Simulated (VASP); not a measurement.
## Te3Pb2: single point with PBE

Crystal: Te3Pb2.

```
Te Pb
1.0
     3.74202    2.16045    7.91235
    -3.74202    2.16045    7.91235
     0.00000   -4.32091    7.91235
Te Pb
3 2
Cartesian
  0.0000 -2.1605 3.9562
  1.8710 1.0802 3.9562
  -1.8710 1.0802 3.9562
  0.0000 0.0000 1.9241
  0.0000 0.0000 21.8130
```

```yaml
Program: VASP 6.6.1
Task: single point
Functional: PBE
Potentials_or_basis: VASP PAW PBE potentials, release 64 (Te, Pb_d)
Cutoff: 520 eV
k_mesh: 6 × 6 × 6
Occupations: gaussian, width 0.1 eV
Spin: no spin polarisation
Dipole_correction: no
Further_INCAR_settings: ALGO = Normal; EDIFF = 1e-07; NBANDS = 31
```

```
Pressure               : 0.0 GPa
Band gap on the k mesh : zero (band 23 reaches 0.77 eV, above the bottom of band 24 at 0.04 eV)
```

Levels at points of the mesh, in eV from the Fermi level:
```tsv
k point	band 19	band 20	band 21	band 22	band 23	band 24	band 25	band 26	band 27	band 28
(0.00, 0.00, 0.00)	-1.92	-1.92	-1.35	-0.36	0.34	0.54	0.54	0.88	0.88	2.63
(0.50, 0.00, 0.00)	-1.86	-1.65	-1.53	-1.47	-1.10	0.35	0.49	1.07	1.26	2.51
(0.50, 0.50, 0.00)	-2.01	-1.81	-1.54	-1.50	-1.09	0.49	0.58	1.03	1.26	3.10
(0.50, 0.50, 0.50)	-2.02	-1.90	-1.90	0.26	0.26	0.34	0.54	0.54	1.69	2.62
```

It took 14 min on 1 thread of Intel(R) Xeon(R) Platinum 8259CL CPU @ 2.50GHz (Skylake/Cascade Lake) (shared host), peak memory 0.89 GiB.

Caveat: spin-orbit coupling is left out, which moves the levels of the heavy elements.
